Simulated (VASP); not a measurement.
# ZnO: single point with PBE

The system is ZnO.

```
CELL_PARAMETERS angstrom
3.47451 0.00000 0.00000
-1.73726 3.00902 0.00000
0.00000 0.00000 5.68358
ATOMIC_POSITIONS crystal
Zn 0.33333 0.66667 0.00000
Zn 0.66667 0.33333 0.50000
O 0.33333 0.66667 0.38500
O 0.66667 0.33333 0.88500
```

This cell differs from its parent crystal: S replaced by O, lengths x 0.897, strained.

```json
{"Program": "VASP 6.6.1", "Task": "single point", "Functional": "PBE", "Potentials or basis": "VASP PAW PBE potentials, release 64 (Zn, O)", "Cutoff": "520 eV", "k mesh": "12 × 12 × 6", "Occupations": "gaussian, width 0.02 eV", "Spin": "no spin polarisation"}
```

The pressure is -15.4 GPa, the largest force is 0.060 eV/Å and the band gap on the k mesh is 0.44 eV.

Forces on the atoms (eV/Å):
```
Zn   0.000  0.000  0.060
Zn   0.000  0.000  0.060
O    0.000  0.000 -0.060
O    0.000  0.000 -0.060
```

Stress tensor (GPa, compression positive):
```
-15.06   0.00   0.00
  0.00 -15.06   0.00
  0.00   0.00 -16.01
```

Levels at points of the mesh, in eV from the valence-band top:
```
           k point  band 16  band 17  band 18  band 19  band 20  band 21
(0.00, 0.00, 0.00)    -0.06     0.00     0.00     0.44     4.33     7.31
(0.50, 0.00, 0.00)    -1.56    -0.91    -0.65     4.81     6.54     6.98
(0.00, 0.00, 0.50)    -0.25    -0.25    -0.25     2.86     2.86     8.98
(0.50, 0.00, 0.50)    -1.09    -1.00    -1.00     5.18     5.18     7.24
```

Wall time 3.4 min on 1 thread of AMD EPYC 7R43 64-Core Processor (Zen 3) (shared host), peak memory 0.2 GiB.

Caveat: the cell differs from its parent crystal (S replaced by O, lengths x 0.897, strained); the cell stands under tension; semilocal functionals underestimate gaps, and a narrow one can read as zero.
